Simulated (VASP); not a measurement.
# Ge (I4/mmm) in VASP: single point with PBE

Aim: the single point of Ge with PBE.

All numbers are computed with VASP 6.6.1; they aren't measurements. Logs are shortened: lines on timing, memory, paths and dates and some standing lists are left out, and cuts for length are marked.

### 1 The cell of the first run

The structure is tetragonal, space group I4/mmm (No. 139). The conventional cell has a = 7.053 Å, b = 7.053 Å, c = 4.070 Å, α = 90.00°, β = 90.00°, γ = 90.00°. Ge (site symmetry m2m) has 4 Ge at 2.49 to 2.52 Å within 3.3 Å.

The cell was generated, and may not be a known phase.

### 2 Single point, PBE

Input file INCAR:

```
SYSTEM = Ge
PREC = Accurate
ENCUT = 520
EDIFF = 1E-6
ISMEAR = 0
SIGMA = 0.1
LREAL = .FALSE.
LASPH = .TRUE.
NELM = 100
ALGO = Normal
ISIF = 2
LWAVE = .FALSE.
LCHARG = .FALSE.
GGA = PE
NBANDS = 36
```

Input file KPOINTS:

```
regular mesh
0
G
  14 14 14
  0 0 0
```

Input file POSCAR:

```
Ge
1.0
   -3.5266607000      3.5266607000      2.0351758000
    3.5266607000     -3.5266607000      2.0351758000
    3.5266607000      3.5266607000     -2.0351758000
Ge
4
Direct
    0.6784780000      0.6784780000      0.3569560000
    0.3215220000      0.3215220000      0.6430440000
    0.3215220000      0.6784780000      0.0000000000
    0.6784780000      0.3215220000      0.0000000000
```

Potentials or basis: VASP PAW PBE potentials, release 64 (Ge_d).

On the command line:

```bash
cat potpaw_PBE.64/Ge_d/POTCAR > POTCAR
mpirun -np 1 vasp_std > vasp.out
```

OUTCAR:

```text
SYSTEM = Ge
   PREC = Accurate
   ENCUT = 520
   EDIFF = 1E-6
   ISMEAR = 0
   LREAL = .FALSE.
   LASPH = .TRUE.
   NELM = 100
   ISIF = 2
   GGA = PE

 ion  position               nearest neighbor table
   1  0.678  0.678  0.357-   2 2.49   2 2.49   3 2.52   4 2.52
   2  0.322  0.322  0.643-   1 2.49   1 2.49   4 2.52   3 2.52
   3  0.322  0.678  0.000-   4 2.49   4 2.49   2 2.52   1 2.52
   4  0.678  0.322  0.000-   3 2.49   3 2.49   2 2.52   1 2.52

  LATTYP: Found a body centered tetragonal cell.
 ALAT       =     7.0533214000
 C/A-ratio  =     0.5770829612

  Lattice vectors:

 A1 = (  -3.5266607000,   3.5266607000,   2.0351758000)
 A2 = (   3.5266607000,  -3.5266607000,   2.0351758000)
 A3 = (   3.5266607000,   3.5266607000,  -2.0351758000)

Analysis of symmetry for initial positions (statically):
=====================================================================
 Subroutine PRICEL returns:
 Original cell was already a primitive cell.

 Routine SETGRP: Setting up the symmetry group for a
 body centered tetragonal supercell.

 Subroutine GETGRP returns: Found 16 space group operations
 (whereof 16 operations were pure point group operations)
 out of a pool of 16 trial point group operations.

The static configuration has the point symmetry D_4h.

Analysis of symmetry for dynamics (positions and initial velocities):
=====================================================================
 Subroutine PRICEL returns:
 Original cell was already a primitive cell.

 Routine SETGRP: Setting up the symmetry group for a
 body centered tetragonal supercell.

 Subroutine GETGRP returns: Found 16 space group operations
 (whereof 16 operations were pure point group operations)
 out of a pool of 16 trial point group operations.

The dynamic configuration has the point symmetry D_4h.

 Subroutine INISYM returns: Found 16 space group operations
 (whereof 16 operations are pure point group operations),
 and found     1 'primitive' translations

----------------------------------------------------------------------------------------

                                     Primitive cell

  volume of cell :     101.2487

  direct lattice vectors                    reciprocal lattice vectors
    -3.526660700  3.526660700  2.035175800     0.000000000  0.141777177  0.245679022
     3.526660700 -3.526660700  2.035175800     0.141777177  0.000000000  0.245679022
     3.526660700  3.526660700 -2.035175800     0.141777177  0.141777177  0.000000000

[... 87 lines left out ...]
   EDIFF  = 0.1E-05   stopping-criterion for ELM
   LREAL  =      F    real-space projection
   EDIFFG = 0.1E-04   stopping-criterion for IOM
   NSW    =      0    number of steps for IOM
   IBRION =     -1    ionic relax: 0-MD 1-quasi-New 2-CG
   NFREE  =      0    steps in history (QN), initial steepest desc. (CG)
   ISIF   =      2    stress and relaxation
   ISYM   =      2    0-nonsym 1-usesym 2-fastsym
   POTIM  = 0.5000    time-step for ionic-motion
   TEBEG  =    0.0;   TEEND  =   0.0 temperature during run
   PSTRESS=    0.0 pullay stress
   NELECT =      56.0000    total number of electrons
   NUPDOWN=      -1.0000    fix difference up-down
   EMIN   =  10.00;   EMAX   =-10.00  energy-range for DOS
   EFERMI =   0.00;   METHOD = LEGACY
   ISMEAR =     0;   SIGMA  =   0.10  broadening in eV -4-tet -1-fermi 0-gaus
   EFERMI_NEDOS =   21; number of points for ismear=-14 and -15
   IALGO  =     38    algorithm
   IMIX   =      4    mixing-type and parameters
     AMIX     =   0.40;   BMIX     =  1.00
     AMIX_MAG =   1.60;   BMIX_MAG =  1.00
  volume/ion in A,a.u.               =      25.31       170.81
  Fermi-wavevector in a.u.,A,eV,Ry     =   1.343820  2.539451 24.570108  1.805852
  Thomas-Fermi vector in A             =   2.471863
   LORBIT       =      0    0 simple, 1 ext, 2 COOP (PROOUT), +10 PAW based schemes
   GGA     = PE    functional components
   LHFCALC =     F    Hartree Fock is set to
   AEXX    =    0.0000 exact exchange contribution
   IVDW    =     0    specifies the selected vdW correction
   LEPSILON=     F    determine dielectric tensor
   LRPA    =     F    only Hartree local field effects (RPA)
 non-spin polarized calculation
 Gauss-broadening in eV      SIGMA  =   0.10
  energy-cutoff  :      520.00
  volume of cell :      101.25
 maximum number of plane-waves:      2758
   NGX = 19   NGY = 19   NGZ = 19

 number of electron      55.9999997 magnetization

 Free energy of the ion-electron system (eV)
  ---------------------------------------------------
  ext. energy  EPLUGINS =         0.00000000
  ---------------------------------------------------
  free energy    TOTEN  =       -17.73825083 eV

  energy without entropy =      -17.73739122  energy(sigma->0) =      -17.73782102

 E-fermi :   3.9565     XC(G=0):  -9.3148

 val. band max:        3.9417682159   @ k =   0.5000   0.5000   0.5000
 cond. band min:       4.0126636042   @ k =   0.5000   0.5000   0.4286
 fundamental gap:      0.0708953883
 Fermi energy:         3.9565329998

 k-point     1 :       0.0000    0.0000    0.0000
  band No.  band energies     occupation
      1     -20.7538      2.00000
      2     -20.7538      2.00000
      3     -20.7497      2.00000
      4     -20.7494      2.00000
      5     -20.7237      2.00000
      6     -20.7237      2.00000
[... 925 lines left out ...]
     35      10.4715      0.00000
     36      11.6198      0.00000

 [... further k-points ...]

------------------------ aborting loop because EDIFF is reached ----------------------------------------

  FORCE on cell =-STRESS in cart. coord.  units (eV):
  Direction    XX          YY          ZZ          XY          YZ          ZX
  --------------------------------------------------------------------------------------
  -------------------------------------------------------------------------------------
  Total       -0.0225834     -0.0225834     -0.0157768      0.0000000      0.0000000      0.0000000
  in kB       -0.3573642     -0.3573642     -0.2496553      0.0000000      0.0000000      0.0000000
  external PRESSURE =      -0.3214613 kB  Pullay stress =       0.0000000 kB

 VOLUME and BASIS-vectors are now :
 -----------------------------------------------------------------------------
  energy-cutoff  :      520.00
  volume of cell :      101.25
      direct lattice vectors                 reciprocal lattice vectors
    -3.526660700  3.526660700  2.035175800     0.000000000  0.141777177  0.245679022
     3.526660700 -3.526660700  2.035175800     0.141777177  0.000000000  0.245679022
     3.526660700  3.526660700 -2.035175800     0.141777177  0.141777177  0.000000000

 POSITION                                       TOTAL-FORCE (eV/Angst)
 -----------------------------------------------------------------------------------
      1.25886      1.25886      2.03518         0.000378      0.000378      0.000000
      2.26780      2.26780      0.00000        -0.000378     -0.000378     -0.000000
      1.25886     -1.25886      2.03518         0.000378     -0.000378     -0.000000
     -1.25886      1.25886      2.03518        -0.000378      0.000378     -0.000000
 -----------------------------------------------------------------------------------
    total drift:                                0.000000      0.000000     -0.000000

  FREE ENERGIE OF THE ION-ELECTRON SYSTEM (eV)
  ---------------------------------------------------
  free  energy   TOTEN  =       -17.7382508330 eV

  energy  without entropy=      -17.7373912162  energy(sigma->0) =      -17.73782102
```

OSZICAR:

```text
N       E                     dE             d eps       ncg     rms          rms(c)
DAV:   1     0.505576761202E+03    0.50558E+03   -0.28563E+04 20404   0.413E+03
DAV:   2     0.703584220598E+02   -0.43522E+03   -0.42413E+03 17568   0.817E+02
DAV:   3    -0.130661686138E+02   -0.83425E+02   -0.82328E+02 19176   0.208E+02
DAV:   4    -0.178213954505E+02   -0.47552E+01   -0.47377E+01 20596   0.574E+01
DAV:   5    -0.179212653486E+02   -0.99870E-01   -0.99838E-01 19776   0.935E+00    0.419E+00
DAV:   6    -0.177953857178E+02    0.12588E+00   -0.90467E-02 20000   0.232E+00    0.248E+00
DAV:   7    -0.177328222439E+02    0.62563E-01   -0.15372E-01 19236   0.254E+00    0.235E-01
DAV:   8    -0.177373949387E+02   -0.45727E-02   -0.26851E-02 19168   0.159E+00    0.997E-02
DAV:   9    -0.177378558094E+02   -0.46087E-03   -0.13935E-03 20528   0.324E-01    0.658E-02
DAV:  10    -0.177382292966E+02   -0.37349E-03   -0.59298E-04 21296   0.126E-01    0.876E-03
DAV:  11    -0.177382463587E+02   -0.17062E-04   -0.42387E-05 20528   0.428E-02    0.518E-03
DAV:  12    -0.177382503996E+02   -0.40410E-05   -0.51031E-06 15140   0.118E-02    0.107E-03
DAV:  13    -0.177382508330E+02   -0.43335E-06   -0.59072E-07 14156   0.542E-03
   1 F= -.17738251E+02 E0= -.17737821E+02  d E =-.859617E-03
```

stdout:

```text
POSCAR found type information on POSCAR Ge
 POSCAR found :  1 types and       4 ions
 scaLAPACK will be used
 LDA part: xc-table for (Slater+PW92), standard interpolation
 POSCAR, INCAR and KPOINTS ok, starting setup
 FFT: planning ... GRIDC
 FFT: planning ... GRID_SOFT
 FFT: planning ... GRID
 WAVECAR not read
 entering main loop
```

Run time: 10 min. Hardware: 1 thread of AMD EPYC 9R45 (Zen 5), shared host; peak memory 0.66 GiB.

Results:

| Quantity | Value |
| --- | --- |
| Free energy | -17.7383 eV |
| Pressure | 0.0 GPa |
| Band gap on the k mesh | zero (bands 28 and 29 overlap by 0.20 eV) |

Levels at points of the mesh, in eV from the Fermi level:
```
           k point  band 26  band 27  band 28  band 29  band 30  band 31
(0.00, 0.00, 0.00)    -1.31    -1.31    -0.39     0.67     0.67     1.90
(0.50, 0.00, 0.00)    -3.20    -2.16    -1.33     1.05     1.79     3.54
(0.50, 0.50, 0.00)    -1.79    -1.69    -1.40     0.88     1.93     1.95
(0.50, 0.50, 0.50)    -0.41    -0.01     0.10     0.10     0.28     3.43
```

Caveat: semilocal functionals underestimate gaps, and a narrow one can read as zero.

The gap in the log of VASP goes by the Fermi energy; the results here count the filled bands.